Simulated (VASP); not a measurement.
ZnSe: vibrations by perturbation theory with LDA

ZnSe:

```
CELL_PARAMETERS angstrom
0.00000 2.69250 2.69250
2.69250 0.00000 2.69250
2.69250 2.69250 0.00000
ATOMIC_POSITIONS crystal
Zn 0.00000 0.00000 0.00000
Se 0.75000 0.75000 0.75000
```

```json
{
  "Program": "VASP 6.6.1",
  "Task": "vibrations by perturbation theory",
  "Functional": "LDA",
  "Potentials or basis": "VASP PAW LDA potentials, release 64 (Zn, Se)",
  "Cutoff": "520 eV",
  "k mesh": "10 × 10 × 10",
  "Occupations": "gaussian, width 0.01 eV",
  "Spin": "no spin polarisation",
  "Dipole correction": "no",
  "Further INCAR settings": "ALGO = Normal; EDIFF = 1e-08; IBRION = 8; NSW = 1"
}
```

| Property | Result |
| --- | --- |
| Electronic dielectric tensor (diagonal) | 7.35 |
| Born charges (mean of the diagonal) | Zn +1.82; Se -1.82 e |
| Highest phonon frequency at Γ, LO-TO splitting left out | 259 cm⁻¹ |

Phonon frequencies in cm⁻¹ (negative: imaginary):
```csv
q point,frequencies
"(0.000, 0.000, 0.000)",0 0 0 259 259 259
```

Electronic dielectric tensor:
```
7.35 0.00 0.00
0.00 7.35 0.00
0.00 0.00 7.35
```

Born effective charge tensors (e):
atom 1, Zn
```
1.82 0.00 0.00
0.00 1.82 0.00
0.00 0.00 1.82
```
atom 2, Se
```
-1.82  0.00  0.00
 0.00 -1.82  0.00
 0.00  0.00 -1.82
```

It took 11 min on 1 thread of AMD EPYC 9R45 (Zen 5) (shared host), peak memory 0.31 GiB.

Caveat: the cell wasn't relaxed at this level first, which shifts response properties.
